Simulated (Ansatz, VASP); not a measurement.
One calculation of NbOs3Au, two programs

```xyz
5
Lattice="4.1282 0.0000 0.0000 0.0000 4.1282 0.0000 0.0000 0.0000 4.1282" Properties=species:S:1:pos:R:3 pbc="T T T"
Nb    0.0000    0.0000    0.0000
Os    0.0000    2.0641    2.0641
Os    2.0641    0.0000    2.0641
Os    2.0641    2.0641    0.0000
Au    2.0641    2.0641    2.0641
```

Alike in both runs: task relaxation of cell and atoms; functional PBE; k mesh 4 × 4 × 4; occupations gaussian, width 0.1 eV; no spin polarisation.

|  | VASP | Ansatz |
| --- | --- | --- |
| version | VASP 6.6.1 | Ansatz 0.2.0 |
| potentials or method | VASP PAW PBE potentials, release 64 (Nb_sv, Os, Au), cutoff 600 eV | scalar-relativistic, plane waves, PAW |
| valence electrons in the cell | 48 | 80 |

```tsv
	VASP	Ansatz	Ansatz less VASP
gap on the k mesh at the Fermi level, each at its own relaxed structure (eV)	none	none	-
relaxed volume (Å³/atom)	21.03	21.11	+0.081
relaxed cell length with the largest relative difference (Å)	4.720	4.726	+0.0061
```

A gap of «none» marks a metal or a gap that the smearing closes. VASP's potentials hold 48 valence electrons a cell and Ansatz's 80, so a difference there can come from the potentials and not from the codes.

The k mesh is coarse, so the values compare programs but aren't converged. Neither program's run includes spin-orbit coupling. Noted on VASP's run: the volume moved by over 15 % at a fixed basis, so the end points are rough.
